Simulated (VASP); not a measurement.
Crystal: I.

```
I
1.0
     3.30000    0.00000    0.00000
     0.00000    3.30000    0.00000
     0.00000    0.00000    3.30000
I
1
Direct
  0.00000 0.00000 0.00000
```

| Quantity | Value |
| --- | --- |
| Program | VASP 6.6.1 |
| Task | relaxation of cell and atoms |
| Functional | PBE |
| Potentials or basis | VASP PAW PBE potentials, release 64 (I) |
| Cutoff | 600 eV |
| k mesh | 12 × 12 × 12 |
| Occupations | fermi-dirac, width 0.05 eV |
| Spin | no spin polarisation |

At the start: pressure 4.8 GPa; volume 35.94 Å³/atom.

Question: Where does the relaxation end?

Answer: Over 3 steps the energy falls by 71.8 meV/atom and the volume is 41.48 Å³/atom (+15.4 %); space group Pm-3m (No. 221, to 0.1 Å) before and after.

The path:
```csv
step,energy change (eV),largest force (eV/Å),pressure (GPa),volume (Å³)
1,0.0000,0.0000,4.83,35.94
2,-0.0716,0.0000,-0.19,41.87
3,-0.0718,0.0000,0.00,41.48
```

Final structure:
```yaml
crystal:
  lattice:
    - [3.46160, 0.00000, 0.00000]
    - [0.00000, 3.46160, 0.00000]
    - [0.00000, 0.00000, 3.46160]
  atoms:
    - { symbol: I, position: [0.00000, 0.00000, 0.00000] }
```

Caveat: the volume moved by over 15 % at a fixed basis, so the end points are rough; an odd number of electrons without spin polarisation forces a metal; a magnetic or distorted state may lie lower.
